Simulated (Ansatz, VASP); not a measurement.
# TiAl in VASP and in Ansatz

```
Ti Al
1.0
     2.80891    0.00000    0.00000
     0.00000    2.92473    0.00000
     0.00000    0.00000    3.15608
Ti Al
1 1
Direct
  0.00000 0.00000 0.00000
  0.50000 0.50000 0.50000
```

Change from the starting cell: normal strain along x -0.1100, normal strain along y -0.0733.

Alike in both runs: task single point; functional PBEsol; k mesh 14 × 14 × 14; occupations gaussian, width 0.15 eV; no spin polarisation.

```csv
,VASP,Ansatz
version,VASP 6.6.1,Ansatz 0.2.0
potentials or method,"VASP PAW PBE potentials, release 64 (Ti_sv, Al), cutoff 520 eV","scalar-relativistic, plane waves, PAW"
valence electrons in the cell,15,15
```

```csv
,VASP,Ansatz,Ansatz less VASP
gap on the k mesh at the Fermi level (eV),none,none,-
pressure (GPa),33.5,33.5,-0.03
"traceless stress, the component that is largest in VASP (GPa)",5.00,5.00,0.000
```

VASP's potentials were made for PBE, not for PBEsol, and Ansatz warns of the same on its side. A gap of «none» marks a metal or a gap that the smearing closes. Both programs put the cell under a high pressure, so it lies far from rest at this level.
